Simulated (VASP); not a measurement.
# Cu (Pm-3m) in VASP: notebook

Runs on Cu. Level: PBEsol. Tasks: density of states.

All numbers are computed with VASP 6.6.1; they aren't measurements. Logs are shortened: lines on timing, memory, paths and dates and some standing lists are left out, and cuts for length are marked.

### Step 1. The cell of the first run

Symmetry: Pm-3m, No. 221, cubic system. Conventional cell: a = 2.360 Å, b = 2.360 Å, c = 2.360 Å, α = 90.00°, β = 90.00°, γ = 90.00°. Cu (site symmetry m-3m) has 6 Cu at 2.36 Å within 3.1 Å.

### Step 2. Density of states, PBEsol

Contents of POSCAR:

```
Cu
1.0
    2.3596196690      0.0000000000      0.0000000000
    0.0000000000      2.3596196690      0.0000000000
    0.0000000000      0.0000000000      2.3596196690
Cu
1
Direct
    0.0000000000      0.0000000000      0.0000000000
```

Contents of INCAR.step1:

```
SYSTEM = Cu
ALGO = Normal ; EDIFF = 1E-7
ENCUT = 520 ; GGA = PS
ISIF = 2 ; ISMEAR = -1
LASPH = .TRUE. ; LCHARG = .TRUE.
LMAXMIX = 4 ; LREAL = .FALSE.
LWAVE = .FALSE. ; NBANDS = 12
NELM = 80 ; PREC = Accurate
SIGMA = 0.08
```

Contents of KPOINTS.step1:

```
k-points
0
G
  18 18 18
  0 0 0
```

Contents of INCAR.step2:

```
SYSTEM = Cu
ALGO = Normal ; EDIFF = 1E-7
ENCUT = 520 ; GGA = PS
ICHARG = 11 ; ISIF = 2
ISMEAR = -5 ; LASPH = .TRUE.
LCHARG = .FALSE. ; LMAXMIX = 4
LORBIT = 11 ; LREAL = .FALSE.
LWAVE = .FALSE. ; NBANDS = 12
NEDOS = 1001 ; NELM = 80
PREC = Accurate ; SIGMA = 0.08
```

Contents of KPOINTS.step2:

```
k-points
0
G
  27 27 27
  0 0 0
```

Potentials or basis: VASP PAW PBE potentials, release 64 (Cu).

Command:

```console
cat potpaw_PBE.64/Cu/POTCAR > POTCAR
cp INCAR.step1 INCAR
cp KPOINTS.step1 KPOINTS
mpirun -np 1 vasp_std > vasp.out
cp INCAR.step2 INCAR
cp KPOINTS.step2 KPOINTS
mpirun -np 1 vasp_std > vasp.out
```

OUTCAR:

```text
SYSTEM = Cu
   EDIFF = 1E-7
   ENCUT = 520
   GGA = PS
   ICHARG = 11
   ISIF = 2
   ISMEAR = -5
   LASPH = .TRUE.
   LORBIT = 11
   LREAL = .FALSE.
   NELM = 80
   PREC = Accurate

 ion  position               nearest neighbor table
   1  0.000  0.000  0.000-

  LATTYP: Found a simple cubic cell.
 ALAT       =     2.3596196690

  Lattice vectors:

 A1 = (   2.3596196690,   0.0000000000,   0.0000000000)
 A2 = (   0.0000000000,   2.3596196690,   0.0000000000)
 A3 = (   0.0000000000,   0.0000000000,   2.3596196690)

Analysis of symmetry for initial positions (statically):
=====================================================================
 Subroutine PRICEL returns:
 Original cell was already a primitive cell.

 Routine SETGRP: Setting up the symmetry group for a
 simple cubic supercell.

 Subroutine GETGRP returns: Found 48 space group operations
 (whereof 48 operations were pure point group operations)
 out of a pool of 48 trial point group operations.

The static configuration has the point symmetry O_h .

Analysis of symmetry for dynamics (positions and initial velocities):
=====================================================================
 Subroutine PRICEL returns:
 Original cell was already a primitive cell.

 Routine SETGRP: Setting up the symmetry group for a
 simple cubic supercell.

 Subroutine GETGRP returns: Found 48 space group operations
 (whereof 48 operations were pure point group operations)
 out of a pool of 48 trial point group operations.

The dynamic configuration has the point symmetry O_h .

 Subroutine INISYM returns: Found 48 space group operations
 (whereof 48 operations are pure point group operations),
 and found     1 'primitive' translations

----------------------------------------------------------------------------------------

                                     Primitive cell

  volume of cell :      13.1379

  direct lattice vectors                    reciprocal lattice vectors
     2.359619669  0.000000000  0.000000000     0.423797112  0.000000000  0.000000000
     0.000000000  2.359619669  0.000000000     0.000000000  0.423797112  0.000000000
     0.000000000  0.000000000  2.359619669     0.000000000  0.000000000  0.423797112

  length of vectors
     2.359619669  2.359619669  2.359619669     0.423797112  0.423797112  0.423797112

  position of ions in fractional coordinates (direct lattice)
     0.000000000  0.000000000  0.000000000

  ion indices of the primitive-cell ions
   primitive index   ion index
                 1           1

----------------------------------------------------------------------------------------

 KPOINTS: k-points

Automatic generation of k-mesh.
 Grid dimensions read from file:
 generate k-points for:   27   27   27

 Generating k-lattice:

  Cartesian coordinates                     Fractional coordinates (reciprocal lattice)
     0.015696189  0.000000000  0.000000000     0.037037037  0.000000000  0.000000000
     0.000000000  0.015696189  0.000000000     0.000000000  0.037037037  0.000000000
     0.000000000  0.000000000  0.015696189     0.000000000  0.000000000  0.037037037

  Length of vectors
     0.015696189  0.015696189  0.015696189

  Shift w.r.t. Gamma in fractional coordinates (k-lattice)
     0.000000000  0.000000000  0.000000000

 TETIRR: Found   9803 inequivalent tetrahedra from   118098

 Subroutine IBZKPT returns following result:
 ===========================================

 Found    560 irreducible k-points:

 Following reciprocal coordinates:
            Coordinates               Weight
  0.000000  0.000000  0.000000      1.000000
  0.037037  0.000000  0.000000      6.000000
  0.074074  0.000000  0.000000      6.000000
  0.111111  0.000000  0.000000      6.000000
  0.148148  0.000000  0.000000      6.000000
  0.185185  0.000000  0.000000      6.000000
[... 16 lines left out ...]
  0.333333  0.037037  0.000000     24.000000
  0.370370  0.037037  0.000000     24.000000
 [... further k-points ...]
   k-points           NKPTS =    560   k-points in BZ     NKDIM =    560   number of bands    NBANDS=     12
   number of dos      NEDOS =   1001   number of ions     NIONS =      1
   total plane-waves  NPLWV =   5832
   dimension x,y,z NGX =    18 NGY =   18 NGZ =   18
   dimension x,y,z NGXF=    36 NGYF=   36 NGZF=   36
   ions per type =               1
   NGX,Y,Z   is equivalent  to a cutoff of  12.68, 12.68, 12.68 a.u.
   NGXF,Y,Z  is equivalent  to a cutoff of  25.36, 25.36, 25.36 a.u.
 SYSTEM =  Cu
   PREC   = accura    normal or accurate (medium, high low for compatibility)
   ISTART =      0    job   : 0-new  1-cont  2-samecut
   ICHARG =     11    charge: 1-file 2-atom 10-const
   ISPIN  =      1    spin polarized calculation?
   LNONCOLLINEAR =      F non collinear calculations
   LSORBIT =      F    spin-orbit coupling
   LASPH  =      T    aspherical Exc in radial PAW
   ENCUT  =  520.0 eV  38.22 Ry    6.18 a.u.   4.39  4.39  4.39*2*pi/ulx,y,z
   NELM   =     80;   NELMIN=  2; NELMDL=  0     # of ELM steps
   EDIFF  = 0.1E-06   stopping-criterion for ELM
   LREAL  =      F    real-space projection
   EDIFFG = 0.1E-05   stopping-criterion for IOM
   NSW    =      0    number of steps for IOM
   IBRION =     -1    ionic relax: 0-MD 1-quasi-New 2-CG
   NFREE  =      0    steps in history (QN), initial steepest desc. (CG)
   ISIF   =      2    stress and relaxation
   ISYM   =      2    0-nonsym 1-usesym 2-fastsym
   POTIM  = 0.5000    time-step for ionic-motion
   TEBEG  =    0.0;   TEEND  =   0.0 temperature during run
   PSTRESS=    0.0 pullay stress
   NELECT =      11.0000    total number of electrons
   NUPDOWN=      -1.0000    fix difference up-down
   EMIN   =  10.00;   EMAX   =-10.00  energy-range for DOS
   EFERMI =   0.00;   METHOD = LEGACY
   ISMEAR =    -5;   SIGMA  =   0.08  broadening in eV -4-tet -1-fermi 0-gaus
   EFERMI_NEDOS =   21; number of points for ismear=-14 and -15
   IALGO  =     38    algorithm
   IMIX   =      4    mixing-type and parameters
     AMIX     =   0.40;   BMIX     =  1.00
     AMIX_MAG =   1.60;   BMIX_MAG =  1.00
  volume/ion in A,a.u.               =      13.14        88.66
  Fermi-wavevector in a.u.,A,eV,Ry     =   1.542992  2.915832 32.393088  2.380825
  Thomas-Fermi vector in A             =   2.648718
   LORBIT       =     11    0 simple, 1 ext, 2 COOP (PROOUT), +10 PAW based schemes
   GGA     = PS    functional components
   LHFCALC =     F    Hartree Fock is set to
   AEXX    =    0.0000 exact exchange contribution
   IVDW    =     0    specifies the selected vdW correction
   LEPSILON=     F    determine dielectric tensor
   LRPA    =     F    only Hartree local field effects (RPA)
 non-spin polarized calculation
 Fermi weights with tetrahedron method with Bloechl corrections
  energy-cutoff  :      520.00
  volume of cell :       13.14
 maximum number of plane-waves:       365
 NGX is ok and might be reduce to    18

 number of electron      11.0000026 magnetization

 Free energy of the ion-electron system (eV)
  ---------------------------------------------------
  ext. energy  EPLUGINS =         0.00000000
  ---------------------------------------------------
  free energy    TOTEN  =        -3.78588782 eV

  energy without entropy =       -3.78588782  energy(sigma->0) =       -3.78588782

 E-fermi :   5.9835     XC(G=0): -12.2171

 val. band max:        5.9472488405   @ k =   0.3704   0.3333   0.0370
 cond. band min:       5.9882281006   @ k =   0.4074   0.2593   0.0741
 fundamental gap:      0.0409792602
 Fermi energy:         5.9834741269

 k-point     1 :       0.0000    0.0000    0.0000
  band No.  band energies     occupation
      1      -2.4102      2.00000
      2       1.9776      2.00000
      3       1.9776      2.00000
      4       4.7031      2.00000
      5       4.7031      2.00000
      6       4.7031      2.00000
      7      24.1449      0.00000
      8      24.1449      0.00000
      9      24.1449      0.00000
     10      27.6454      0.00000
     11      27.6454      0.00000
     12      31.7215      0.00000

 k-point     2 :       0.0370    0.0000    0.0000
  band No.  band energies     occupation
      1      -2.3712      2.00000
      2       1.9822      2.00000
      3       1.9927      2.00000
      4       4.6909      2.00000
      5       4.6909      2.00000
      6       4.7041      2.00000
      7      23.4633      0.00000
      8      24.1959      0.00000
      9      24.1959      0.00000
     10      27.6610      0.00000
     11      28.1896      0.00000
     12      31.9322      0.00000

 k-point     3 :       0.0741    0.0000    0.0000
  band No.  band energies     occupation
      1      -2.2547      2.00000
      2       1.9957      2.00000
      3       2.0377      2.00000
      4       4.6550      2.00000
      5       4.6550      2.00000
      6       4.7070      2.00000
      7      22.0848      0.00000
      8      24.3481      0.00000
      9      24.3481      0.00000
     10      27.7079      0.00000
     11      29.0634      0.00000
     12      32.6562      0.00000
[... 286 lines left out ...]
 k-point    23 :       0.3333    0.0370    0.0000
  band No.  band energies     occupation
      1       0.3564      2.00000
      2       2.2510      2.00000
      3       3.1173      2.00000
      4       4.0638      2.00000
      5       4.0724      2.00000
      6       4.7471      2.00000
      7      11.8865      0.00000
      8      26.8477      0.00000
      9      27.9431      0.00000
     10      29.4980      0.00000
     11      31.4170      0.00000
     12      35.6744      0.00000

 k-point    24 :       0.3704    0.0370    0.0000
  band No.  band energies     occupation
      1       0.8019      2.00000
      2       2.2843      2.00000
      3       3.3800      2.00000
      4       3.9893      2.00000
      5       4.0393      2.00000
      6       4.7541      2.00000
      7      10.7011      0.00000
      8      27.5151      0.00000
      9      28.7209      0.00000
     10      29.8151      0.00000
     11      31.5071      0.00000
     12      34.8753      0.00000

 [... further k-points ...]

------------------------ aborting loop because EDIFF is reached ----------------------------------------

  FORCE on cell =-STRESS in cart. coord.  units (eV):
  Direction    XX          YY          ZZ          XY          YZ          ZX
  --------------------------------------------------------------------------------------
  -------------------------------------------------------------------------------------
  Total        0.0058001      0.0058001      0.0058001      0.0000000     -0.0000000      0.0000000
  in kB        0.7073259      0.7073259      0.7073259      0.0000000     -0.0000000      0.0000000
  external PRESSURE =       0.7073259 kB  Pullay stress =       0.0000000 kB

 VOLUME and BASIS-vectors are now :
 -----------------------------------------------------------------------------
  energy-cutoff  :      520.00
  volume of cell :       13.14
      direct lattice vectors                 reciprocal lattice vectors
     2.359619669  0.000000000  0.000000000     0.423797112  0.000000000  0.000000000
     0.000000000  2.359619669  0.000000000     0.000000000  0.423797112  0.000000000
     0.000000000  0.000000000  2.359619669     0.000000000  0.000000000  0.423797112

 POSITION                                       TOTAL-FORCE (eV/Angst)
 -----------------------------------------------------------------------------------
      0.00000      0.00000      0.00000         0.000000      0.000000      0.000000
 -----------------------------------------------------------------------------------
    total drift:                               -0.000000      0.000000     -0.000000

  FREE ENERGIE OF THE ION-ELECTRON SYSTEM (eV)
  ---------------------------------------------------
  free  energy   TOTEN  =        -3.7858878220 eV

  energy  without entropy=       -3.7858878220  energy(sigma->0) =       -3.78588782

 total charge

# of ion       s       p       d       tot
------------------------------------------
    1        0.482   0.334   9.205  10.020
```

It took 79 s on 1 thread of Intel Xeon Platinum 8259CL at 2.50GHz (Skylake/Cascade Lake), shared host; peak memory 0.2 GiB.

Results:

```yaml
Valence_electrons_inside_the_program's_atomic_spheres: Cu 10.02
```

Levels at points of the mesh, in eV from the Fermi level:
| k point | band 4 | band 5 | band 6 | band 7 | band 8 | band 9 |
| --- | --- | --- | --- | --- | --- | --- |
| (0.00, 0.00, 0.00) | -1.28 | -1.28 | -1.28 | 18.16 | 18.16 | 18.16 |

Caveat: the PAW data sets were made with another functional, which shifts forces and pressure a little; tetrahedron occupations give inexact forces and stress in metals.

### Step 3. Density of states, PBEsol (volume scaled by 0.78)

Contents of POSCAR:

```
Cu
1.0
    2.1720686225      0.0000000000      0.0000000000
    0.0000000000      2.1720686225      0.0000000000
    0.0000000000      0.0000000000      2.1720686225
Cu
1
Direct
    0.0000000000      0.0000000000      0.0000000000
```

Contents of INCAR.step1:

```
SYSTEM = Cu
PREC = Accurate
ENCUT = 520
EDIFF = 1E-6
ISMEAR = -1
SIGMA = 0.08
LREAL = .FALSE.
LASPH = .TRUE.
NELM = 80
ALGO = Normal
ISIF = 2
LWAVE = .FALSE.
LCHARG = .TRUE.
LMAXMIX = 4
GGA = PS
NBANDS = 12
```

Contents of KPOINTS.step1:

```
regular mesh
0
G
  18 18 18
  0 0 0
```

Contents of INCAR.step2:

```
SYSTEM = Cu
PREC = Accurate
ENCUT = 520
EDIFF = 1E-6
ISMEAR = -5
SIGMA = 0.08
LREAL = .FALSE.
LASPH = .TRUE.
NELM = 80
ALGO = Normal
ISIF = 2
LWAVE = .FALSE.
LCHARG = .FALSE.
LMAXMIX = 4
GGA = PS
LORBIT = 10
NBANDS = 12
NEDOS = 1001
ICHARG = 11
```

Contents of KPOINTS.step2:

```
regular mesh
0
G
  27 27 27
  0 0 0
```

Potentials or basis: VASP PAW PBE potentials, release 64 (Cu).

Command:

```console
cat potpaw_PBE.64/Cu/POTCAR > POTCAR
cp INCAR.step1 INCAR
cp KPOINTS.step1 KPOINTS
mpirun -np 1 vasp_std > vasp.out
cp INCAR.step2 INCAR
cp KPOINTS.step2 KPOINTS
mpirun -np 1 vasp_std > vasp.out
```

It took 49 s on 1 thread of Intel Xeon 8259CL, shared host; peak memory 0.18 GiB.

The run converged. Its results:

```yaml
Valence_electrons_inside_the_program's_atomic_spheres: Cu 10.36
```

Levels at points of the mesh, in eV from the Fermi level:
```
           k point  band 3  band 4  band 5  band 6  band 7  band 8  band 9  band 10
(0.00, 0.00, 0.00)   -5.33   -1.40   -1.40   -1.40   21.07   21.07   21.07    25.10
```

Caveat: the PAW data sets were made with another functional, which shifts forces and pressure a little; tetrahedron occupations give inexact forces and stress in metals.

(Continued in part 2 of 2.)
